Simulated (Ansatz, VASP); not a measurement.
## Ga3Mo: VASP beside Ansatz

```
CELL_PARAMETERS angstrom
-1.98750 1.98750 4.43000
1.98750 -1.98750 4.43000
1.98750 1.98750 -4.43000
ATOMIC_POSITIONS crystal
Ga 0.75000 0.25000 0.50000
Ga 0.25000 0.75000 0.50000
Ga 0.50000 0.50000 0.00000
Mo 0.00000 0.00000 0.00000
```

Alike in both runs: task relaxation of cell and atoms; functional PBE; k mesh 7 × 7 × 7; occupations gaussian, width 0.2 eV; no spin polarisation.

|  | VASP | Ansatz |
| --- | --- | --- |
| version | VASP 6.6.1 | Ansatz 0.2.0 |
| potentials or method | VASP PAW PBE potentials, release 64 (Ga_d, Mo_sv), cutoff 600 eV | scalar-relativistic, plane waves, PAW |
| valence electrons in the cell | 53 | 53 |

VASP gave:

* gap on the k mesh at the Fermi level, each at its own relaxed structure (eV): none
* relaxed volume (Å³/atom): 15.47
* relaxed length of the cell vector where the two differ most in proportion (Å): 5.045

**Question.** Which values does Ansatz return?

**Answer.** gap on the k mesh at the Fermi level, each at its own relaxed structure (eV): none; relaxed volume (Å³/atom): 15.44; relaxed length of the cell vector where the two differ most in proportion (Å): 5.053.

A gap of «none» marks a metal or a gap that the smearing closes.
